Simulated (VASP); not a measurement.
Set up this calculation in VASP 6.6.1, as the native input.

* Task: single point
* Functional: PBEsol
* Potentials or basis: VASP PAW PBE potentials, release 64 (Ta_sv_GW, N)
* Cutoff: 700 eV
* k mesh: 18 × 18 × 8
* Occupations: gaussian, width 0.15 eV
* Spin: no spin polarisation
* Dipole correction: no
* Further INCAR settings: ALGO = Normal; EDIFF = 1e-06; NBANDS = 26

The structure of TaN lies in POSCAR:

```
TaN
1.0
    3.0798262315      0.0000000000      0.0000000000
   -1.5399131158      2.6672077557      0.0000000000
    0.0000000000      0.0000000000      5.9699047573
Ta N
2 2
Direct
    0.3333333333      0.6666666667      0.0301041378
    0.6666666667      0.3333333333      0.5301041378
    0.3333333333      0.6666666667      0.3548958622
    0.6666666667      0.3333333333      0.8548958622
```

These files were run (other wordings do the same):

INCAR

```
SYSTEM = TaN
PREC     = Accurate       ! precision mode
ENCUT    = 700            ! plane-wave cutoff, eV
EDIFF    = 1E-6           ! SCF threshold, eV
ISMEAR   = 0              ! smearing method
SIGMA    = 0.15           ! smearing width, eV
LREAL    = .FALSE.        ! projectors in reciprocal space
LASPH    = .TRUE.         ! aspherical terms in the spheres
NELM     = 120            ! most SCF steps
ALGO     = Normal         ! electronic algorithm
ISIF     = 2              ! what is computed and relaxed
LWAVE    = .FALSE.        ! write WAVECAR
LCHARG   = .FALSE.        ! write CHGCAR
GGA      = PS             ! functional
NBANDS   = 26             ! bands
GGA_COMPAT= .FALSE.
```

KPOINTS

```
Automatic mesh
0
G
  18 18 8
  0 0 0
```

Potentials or basis: VASP PAW PBE potentials, release 64 (Ta_sv_GW, N).

Run with:

```bash
$ cat potpaw_PBE.64/Ta_sv_GW/POTCAR potpaw_PBE.64/N/POTCAR > POTCAR
$ mpirun -np 1 vasp_std > vasp.out
```

Results of the run:

```json
{
  "Pressure": "12.4 GPa",
  "Largest force": "0.051 eV/Å",
  "Band gap on the k mesh": "zero (bands 18 and 19 overlap by 0.48 eV)"
}
```

Caveat: the cell stands under pressure; the PAW data sets were made with another functional, which shifts forces and pressure a little; spin-orbit coupling is left out, which moves the levels of the heavy elements.

Wall time 3.1 min on 1 thread of Intel(R) Xeon(R) 6975P-C (Granite Rapids) (shared host), peak memory 0.44 GiB.
